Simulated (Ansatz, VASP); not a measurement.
**One calculation of CuI, two programs**

INCAR

```
SYSTEM = CuI
PREC     = Accurate       ! precision mode
ENCUT    = 520            ! plane-wave cutoff, eV
EDIFF    = 1E-6           ! SCF threshold, eV
ISMEAR   = -1             ! smearing method
SIGMA    = 0.05           ! smearing width, eV
LREAL    = .FALSE.        ! projectors in reciprocal space
LASPH    = .TRUE.         ! aspherical terms in the spheres
NELM     = 80             ! most SCF steps
ALGO     = Normal         ! electronic algorithm
ISIF     = 2              ! what is computed and relaxed
LWAVE    = .FALSE.        ! write WAVECAR
LCHARG   = .FALSE.        ! write CHGCAR
GGA      = PE             ! functional
NBANDS   = 16             ! bands
```

Contents of KPOINTS:

```
regular mesh
0
G
  4 4 4
  0 0 0
```

The input POSCAR:

```
CuI
1.0
    0.0000000000      3.0315000000      3.0315000000
    3.0315000000      0.0000000000      3.0315000000
    3.0315000000      3.0315000000      0.0000000000
I Cu
1 1
Direct
    0.0000000000      0.0000000000      0.0000000000
    0.7500000000      0.7500000000      0.7500000000
```

File input.yaml:

```yaml
crystal:
  lattice:
    - [0.0, 3.0315, 3.0315]
    - [3.0315, 0.0, 3.0315]
    - [3.0315, 3.0315, 0.0]
  atoms:
    - { symbol: I, position: [0.0, 0.0, 0.0] }
    - { symbol: Cu, position: [0.75, 0.75, 0.75] }
hamiltonian:
  xc: pbe
  pseudopotentials: { kind: paw }
kpoints:
  mp_grid: { grid: [4, 4, 4] }
scf:
  occupations: { method: fermi_dirac, width: 0.05 }
output:
  forces: true
  stress: true
  eigenvalues: true
  write_density: true
  write_potential: true
  elf: true
  volumetric_format: npy
```

Alike in both runs: task single point; functional PBE; k mesh 4 × 4 × 4; occupations fermi-dirac, width 0.05 eV; no spin polarisation.

```csv
,VASP,Ansatz
version,VASP 6.6.1,Ansatz 0.2.0
potentials or method,"VASP PAW PBE potentials, release 64 (I, Cu)",Ansatz PAW
plane-wave cutoff (eV),520,420
valence electrons in the cell,18,36
```

```csv
,VASP,Ansatz,Ansatz less VASP
gap on the k mesh at the Fermi level (eV),1.14,1.12,-0.021
least direct gap on the mesh (eV),1.14,1.12,-0.021
pressure (GPa),0.5,0.6,+0.04
```

VASP's potentials hold 18 valence electrons a cell and Ansatz's 36, so a difference there can come from the potentials and not from the codes.

The k mesh is coarse, so the values compare programs but aren't converged. Neither program's run includes spin-orbit coupling.
